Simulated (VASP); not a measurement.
# Cu (I4/mmm) in VASP: single point with PBEsol

Aim: the single point of Cu with PBEsol.

All numbers are computed with VASP 6.6.1; they aren't measurements. Logs are shortened: lines on timing, memory, paths and dates and some standing lists are left out, and cuts for length are marked.

## 1. The cell of the first run

It takes space group I4/mmm (No. 139, tetragonal). The conventional cell has a = 2.799 Å, b = 2.799 Å, c = 2.835 Å, α = 90.00°, β = 90.00°, γ = 90.00°. Within 3.2 Å of Cu (site symmetry 4/mmm) lie 14 Cu at 2.43 to 2.83 Å.

This isn't the form of Cu at room conditions, which is fcc.

## 2. Single point, PBEsol (strain -0.030 along x and y, +0.030 along z)

INCAR

```
SYSTEM = Cu
ALGO = Normal
EDIFF = 1E-6
ENCUT = 700
GGA = PS
GGA_COMPAT = .FALSE.
ISIF = 2
ISMEAR = 0
LASPH = .TRUE.
LCHARG = .FALSE.
LREAL = .FALSE.
LWAVE = .FALSE.
NBANDS = 16
NELM = 120
PREC = Accurate
SIGMA = 0.15
```

KPOINTS

```
k-points
0
G
  24 24 24
  0 0 0
```

POSCAR

```
Cu
1.0
   -1.3995095204      1.3995095204      1.4173638935
    1.3995095204     -1.3995095204      1.4173638935
    1.3995095204      1.3995095204     -1.4173638935
Cu
1
Direct
    0.0000000000      0.0000000000      0.0000000000
```

Potentials or basis: VASP PAW PBE potentials, release 64 (Cu_sv_GW).

Started as:

```
> cat potpaw_PBE.64/Cu_sv_GW/POTCAR > POTCAR
> mpirun -np 1 vasp_std > vasp.out
```

OUTCAR:

```text
SYSTEM = Cu
   EDIFF = 1E-6
   ENCUT = 700
   GGA = PS
   ISIF = 2
   ISMEAR = 0
   LASPH = .TRUE.
   LREAL = .FALSE.
   NELM = 120
   PREC = Accurate

 ion  position               nearest neighbor table
   1  0.000  0.000  0.000-

  LATTYP: Found a body centered tetragonal cell.
 ALAT       =     2.7990190408
 C/A-ratio  =     1.0127575932

  Lattice vectors:

 A1 = (  -1.3995095204,   1.3995095204,   1.4173638935)
 A2 = (   1.3995095204,  -1.3995095204,   1.4173638935)
 A3 = (   1.3995095204,   1.3995095204,  -1.4173638935)

Analysis of symmetry for initial positions (statically):
=====================================================================
 Subroutine PRICEL returns:
 Original cell was already a primitive cell.

 Routine SETGRP: Setting up the symmetry group for a
 body centered tetragonal supercell.

 Subroutine GETGRP returns: Found 16 space group operations
 (whereof 16 operations were pure point group operations)
 out of a pool of 16 trial point group operations.

The static configuration has the point symmetry D_4h.

Analysis of symmetry for dynamics (positions and initial velocities):
=====================================================================
 Subroutine PRICEL returns:
 Original cell was already a primitive cell.

 Routine SETGRP: Setting up the symmetry group for a
 body centered tetragonal supercell.

 Subroutine GETGRP returns: Found 16 space group operations
 (whereof 16 operations were pure point group operations)
 out of a pool of 16 trial point group operations.

The dynamic configuration has the point symmetry D_4h.

 Subroutine INISYM returns: Found 16 space group operations
 (whereof 16 operations are pure point group operations),
 and found     1 'primitive' translations

----------------------------------------------------------------------------------------

                                     Primitive cell

  volume of cell :      11.1043

  direct lattice vectors                    reciprocal lattice vectors
    -1.399509520  1.399509520  1.417363893     0.000000000  0.357268023  0.352767558
     1.399509520 -1.399509520  1.417363893     0.357268023  0.000000000  0.352767558
     1.399509520  1.399509520 -1.417363893     0.357268023  0.357268023  0.000000000

  length of vectors
     2.434373472  2.434373472  2.434373472     0.502081060  0.502081060  0.505253284

  position of ions in fractional coordinates (direct lattice)
     0.000000000  0.000000000  0.000000000

  ion indices of the primitive-cell ions
   primitive index   ion index
                 1           1

----------------------------------------------------------------------------------------

 KPOINTS: k-points

Automatic generation of k-mesh.
 Grid dimensions read from file:
 generate k-points for:   24   24   24

 Generating k-lattice:

  Cartesian coordinates                     Fractional coordinates (reciprocal lattice)
     0.000000000  0.014886168  0.014698648     0.041666667  0.000000000 -0.000000000
     0.014886168  0.000000000  0.014698648     0.000000000  0.041666667 -0.000000000
     0.014886168  0.014886168  0.000000000     0.000000000  0.000000000  0.041666667

  Length of vectors
     0.020920044  0.020920044  0.021052220

  Shift w.r.t. Gamma in fractional coordinates (k-lattice)
     0.000000000  0.000000000  0.000000000

 Subroutine IBZKPT returns following result:
 ===========================================

 Found   1063 irreducible k-points:

 Following reciprocal coordinates:
            Coordinates               Weight
  0.000000  0.000000  0.000000      1.000000
  0.041667  0.000000 -0.000000      8.000000
  0.083333  0.000000 -0.000000      8.000000
  0.125000  0.000000 -0.000000      8.000000
  0.166667  0.000000 -0.000000      8.000000
  0.208333  0.000000 -0.000000      8.000000
[... 16 lines left out ...]
  0.416667  0.041667 -0.000000     16.000000
  0.458333  0.041667 -0.000000     16.000000
 [... further k-points ...]
   k-points           NKPTS =   1063   k-points in BZ     NKDIM =   1063   number of bands    NBANDS=     16
   number of dos      NEDOS =    301   number of ions     NIONS =      1
   total plane-waves  NPLWV =  13824
   dimension x,y,z NGX =    24 NGY =   24 NGZ =   24
   dimension x,y,z NGXF=    48 NGYF=   48 NGZF=   48
   ions per type =               1
   NGX,Y,Z   is equivalent  to a cutoff of  16.39, 16.39, 16.39 a.u.
   NGXF,Y,Z  is equivalent  to a cutoff of  32.78, 32.78, 32.78 a.u.
 SYSTEM =  Cu
   PREC   = accura    normal or accurate (medium, high low for compatibility)
   ISTART =      0    job   : 0-new  1-cont  2-samecut
   ICHARG =      2    charge: 1-file 2-atom 10-const
   ISPIN  =      1    spin polarized calculation?
   LNONCOLLINEAR =      F non collinear calculations
   LSORBIT =      F    spin-orbit coupling
   LASPH  =      T    aspherical Exc in radial PAW
   ENCUT  =  700.0 eV  51.45 Ry    7.17 a.u.   5.25  5.25  5.25*2*pi/ulx,y,z
   NELM   =    120;   NELMIN=  2; NELMDL= -5     # of ELM steps
   EDIFF  = 0.1E-05   stopping-criterion for ELM
   LREAL  =      F    real-space projection
[... 7 lines left out ...]
   TEBEG  =    0.0;   TEEND  =   0.0 temperature during run
   PSTRESS=    0.0 pullay stress
   NELECT =      19.0000    total number of electrons
   NUPDOWN=      -1.0000    fix difference up-down
   EMIN   =  10.00;   EMAX   =-10.00  energy-range for DOS
   EFERMI =   0.00;   METHOD = LEGACY
   ISMEAR =     0;   SIGMA  =   0.15  broadening in eV -4-tet -1-fermi 0-gaus
   EFERMI_NEDOS =   21; number of points for ismear=-14 and -15
   IALGO  =     38    algorithm
   IMIX   =      4    mixing-type and parameters
     AMIX     =   0.40;   BMIX     =  1.00
     AMIX_MAG =   1.60;   BMIX_MAG =  1.00
  volume/ion in A,a.u.               =      11.10        74.94
  Fermi-wavevector in a.u.,A,eV,Ry     =   1.958071  3.700217 52.165286  3.834040
  Thomas-Fermi vector in A             =   2.983789
   LORBIT       =      0    0 simple, 1 ext, 2 COOP (PROOUT), +10 PAW based schemes
   GGA     = PS    functional components
   LHFCALC =     F    Hartree Fock is set to
   AEXX    =    0.0000 exact exchange contribution
   IVDW    =     0    specifies the selected vdW correction
   LEPSILON=     F    determine dielectric tensor
   LRPA    =     F    only Hartree local field effects (RPA)
 non-spin polarized calculation
 Gauss-broadening in eV      SIGMA  =   0.15
  energy-cutoff  :      700.00
  volume of cell :       11.10
 maximum number of plane-waves:       482
 NGX is ok and might be reduce to    24
   NGX = 11   NGY = 11   NGZ = 11

 number of electron      19.0000008 magnetization

 Free energy of the ion-electron system (eV)
  ---------------------------------------------------
  ext. energy  EPLUGINS =         0.00000000
  ---------------------------------------------------
  free energy    TOTEN  =        -4.34646497 eV

  energy without entropy =       -4.34231288  energy(sigma->0) =       -4.34438892

 E-fermi :   8.1925     XC(G=0): -13.9545

 val. band max:        8.1855872754   @ k =   0.3333   0.1250   0.0417
 cond. band min:       8.1964107270   @ k =   0.5000   0.1250   0.0417
 fundamental gap:      0.0108234516
 Fermi energy:         8.1924708444

 k-point     1 :       0.0000    0.0000    0.0000
  band No.  band energies     occupation
      1    -104.2201      2.00000
      2     -61.6752      2.00000
      3     -61.6752      2.00000
      4     -61.6741      2.00000
      5      -1.7375      2.00000
      6       4.8825      2.00000
[... 8 lines left out ...]
     15      37.8815      0.00000
     16      38.1352      0.00000

 k-point     2 :       0.0417    0.0000   -0.0000
  band No.  band energies     occupation
      1    -104.2196      2.00000
      2     -61.6771      2.00000
      3     -61.6761      2.00000
      4     -61.6744      2.00000
      5      -1.6677      2.00000
      6       4.8821      2.00000
[... 8 lines left out ...]
     15      36.9215      0.00000
     16      36.9273      0.00000

 k-point     3 :       0.0833    0.0000   -0.0000
  band No.  band energies     occupation
      1    -104.2187      2.00000
      2     -61.6844      2.00000
      3     -61.6784      2.00000
      4     -61.6748      2.00000
      5      -1.4594      2.00000
      6       4.8509      2.00000
[... 8 lines left out ...]
     15      35.8841      0.00000
     16      36.2910      0.00000

 k-point     4 :       0.1250    0.0000   -0.0000
  band No.  band energies     occupation
      1    -104.2174      2.00000
      2     -61.6965      2.00000
      3     -61.6826      2.00000
      4     -61.6748      2.00000
      5      -1.1173      2.00000
      6       4.7887      2.00000
[... 8 lines left out ...]
     15      35.2351      0.00000
     16      36.3206      0.00000

 k-point     5 :       0.1667    0.0000   -0.0000
  band No.  band energies     occupation
      1    -104.2154      2.00000
      2     -61.7115      2.00000
      3     -61.6882      2.00000
      4     -61.6747      2.00000
      5      -0.6499      2.00000
      6       4.7065      2.00000
[... 8 lines left out ...]
     15      34.7203      0.00000
     16      36.7562      0.00000

 k-point     6 :       0.2083    0.0000   -0.0000
  band No.  band energies     occupation
      1    -104.2127      2.00000
      2     -61.7283      2.00000
      3     -61.6940      2.00000
      4     -61.6746      2.00000
      5      -0.0727      2.00000
      6       4.6109      2.00000
[... 8 lines left out ...]
     15      34.3224      0.00000
     16      37.4451      0.00000

 k-point     7 :       0.2500    0.0000   -0.0000
  band No.  band energies     occupation
      1    -104.2099      2.00000
      2     -61.7468      2.00000
      3     -61.7004      2.00000
      4     -61.6745      2.00000
      5       0.5866      2.00000
      6       4.5094      2.00000
[... 8 lines left out ...]
     15      34.0276      0.00000
     16      38.3259      0.00000

 k-point     8 :       0.2917    0.0000    0.0000
  band No.  band energies     occupation
      1    -104.2076      2.00000
      2     -61.7656      2.00000
      3     -61.7071      2.00000
      4     -61.6749      2.00000
      5       1.2761      2.00000
      6       4.4086      2.00000
[... 8 lines left out ...]
     15      33.8214      0.00000
     16      39.3675      0.00000

 k-point     9 :       0.3333   -0.0000    0.0000
  band No.  band energies     occupation
      1    -104.2051      2.00000
      2     -61.7830      2.00000
      3     -61.7132      2.00000
      4     -61.6747      2.00000
      5       1.9054      2.00000
      6       4.3160      2.00000
[... 8 lines left out ...]
     15      33.6876      0.00000
     16      40.5445      0.00000
[... 172 lines left out ...]
 k-point    19 :       0.2500    0.0417   -0.0000
  band No.  band energies     occupation
      1    -104.2085      2.00000
      2     -61.7566      2.00000
      3     -61.7036      2.00000
      4     -61.6758      2.00000
      5       0.9733      2.00000
      6       4.4606      2.00000
[... 8 lines left out ...]
     15      34.5591      0.00000
     16      38.5553      0.00000

 k-point    20 :       0.2917    0.0417    0.0000
  band No.  band energies     occupation
      1    -104.2061      2.00000
      2     -61.7746      2.00000
      3     -61.7103      2.00000
      4     -61.6755      2.00000
      5       1.6446      2.00000
      6       4.3639      2.00000
[... 8 lines left out ...]
     15      34.3255      0.00000
     16      39.5997      0.00000

 k-point    21 :       0.3333    0.0417   -0.0000
  band No.  band energies     occupation
      1    -104.2038      2.00000
      2     -61.7905      2.00000
      3     -61.7160      2.00000
      4     -61.6756      2.00000
      5       2.1988      2.00000
      6       4.2783      2.00000
[... 8 lines left out ...]
     15      34.1726      0.00000
     16      40.7017      0.00000

 k-point    22 :       0.3750    0.0417   -0.0000
  band No.  band energies     occupation
      1    -104.2019      2.00000
      2     -61.8033      2.00000
      3     -61.7208      2.00000
      4     -61.6756      2.00000
      5       2.5502      2.00000
      6       4.2089      2.00000
[... 8 lines left out ...]
     15      34.0795      0.00000
     16      41.6924      0.00000

 k-point    23 :       0.4167    0.0417   -0.0000
  band No.  band energies     occupation
      1    -104.2006      2.00000
      2     -61.8126      2.00000
      3     -61.7242      2.00000
      4     -61.6756      2.00000
      5       2.7202      2.00000
      6       4.1601      2.00000
[... 8 lines left out ...]
     15      34.0274      0.00000
     16      42.2708      0.00000

 k-point    24 :       0.4583    0.0417   -0.0000
  band No.  band energies     occupation
      1    -104.1999      2.00000
      2     -61.8170      2.00000
      3     -61.7259      2.00000
      4     -61.6757      2.00000
      5       2.7831      2.00000
      6       4.1349      2.00000
[... 8 lines left out ...]
     15      34.0017      0.00000
     16      42.4170      0.00000

 [... further k-points ...]

------------------------ aborting loop because EDIFF is reached ----------------------------------------

  FORCE on cell =-STRESS in cart. coord.  units (eV):
  Direction    XX          YY          ZZ          XY          YZ          ZX
  --------------------------------------------------------------------------------------
  -------------------------------------------------------------------------------------
  Total       -0.0278386     -0.0278386     -0.0209248      0.0000000      0.0000000      0.0000000
  in kB       -4.0166622     -4.0166622     -3.0191130      0.0000000      0.0000000      0.0000000
  external PRESSURE =      -3.6841458 kB  Pullay stress =       0.0000000 kB

 VOLUME and BASIS-vectors are now :
 -----------------------------------------------------------------------------
  energy-cutoff  :      700.00
  volume of cell :       11.10
      direct lattice vectors                 reciprocal lattice vectors
    -1.399509520  1.399509520  1.417363893     0.000000000  0.357268023  0.352767558
     1.399509520 -1.399509520  1.417363893     0.357268023  0.000000000  0.352767558
     1.399509520  1.399509520 -1.417363893     0.357268023  0.357268023  0.000000000

 POSITION                                       TOTAL-FORCE (eV/Angst)
 -----------------------------------------------------------------------------------
      0.00000      0.00000      0.00000         0.000000      0.000000      0.000000
 -----------------------------------------------------------------------------------
    total drift:                                0.000000      0.000000      0.000000

  FREE ENERGIE OF THE ION-ELECTRON SYSTEM (eV)
  ---------------------------------------------------
  free  energy   TOTEN  =        -4.3464649692 eV

  energy  without entropy=       -4.3423128767  energy(sigma->0) =       -4.34438892
```

Run time: 2.7 min. Hardware: 1 thread of AMD EPYC 9R45 (Zen 5), shared host; peak memory 0.42 GiB.

Results:

* Free energy: -4.3465 eV
* Pressure: -0.4 GPa
* Band gap on the k mesh: zero (an odd number of electrons rules out a gap without spin polarisation)

Stress tensor (GPa, compression positive):
```
-0.40  0.00  0.00
 0.00 -0.40  0.00
 0.00  0.00 -0.30
```

Caveat: the cell differs from its parent crystal (strain -0.030 along x and y, +0.030 along z); the PAW data sets were made with another functional, which shifts forces and pressure a little.
